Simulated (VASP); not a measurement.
Runs of VASP 6.6.1 on InP. The structure is that of space group Fm-3m (No. 225), or close to it. The cells are those of the table. 

```tsv
level	potentials or basis	cell	gap on the mesh (eV)	pressure (GPa)
LDA	VASP PAW LDA potentials, release 64 (In_d, P)	a = 3.950 Å, angles 60.0°, 2 atoms	none	(a)
PBEsol	VASP PAW PBE potentials, release 64 (In_d, P)	a = 3.858 Å, angles 60.0°, 2 atoms	none	0.0
PBEsol	VASP PAW PBE potentials, release 64 (In_d, P)	a = 3.963 Å, angles 60.0°, 2 atoms	none	-5.6
LDA	VASP PAW LDA potentials, release 64 (In_d, P)	a = 4.038 Å, angles 60.0°, 2 atoms	none	(b)
LDA	VASP PAW LDA potentials, release 64 (In_d, P)	a = 3.879 Å, angles 60.0°, 2 atoms	none	-3.1
```

Alike in all rows: task single point; no spin polarisation; k mesh 8 × 8 × 8; cutoff (eV) 500; smearing gaussian 0.05 eV.

Estimate the missing entries.

(a) -6.6; (b) -9.6.

Caveats: spin-orbit coupling is left out, which moves the levels of the heavy elements; the PAW data sets were made with another functional, which shifts forces and pressure a little (some runs).

A k mesh can miss the band edges, and the runs leave out spin-orbit coupling on In.

A gap of «none» marks levels without a gap at the run's occupations.
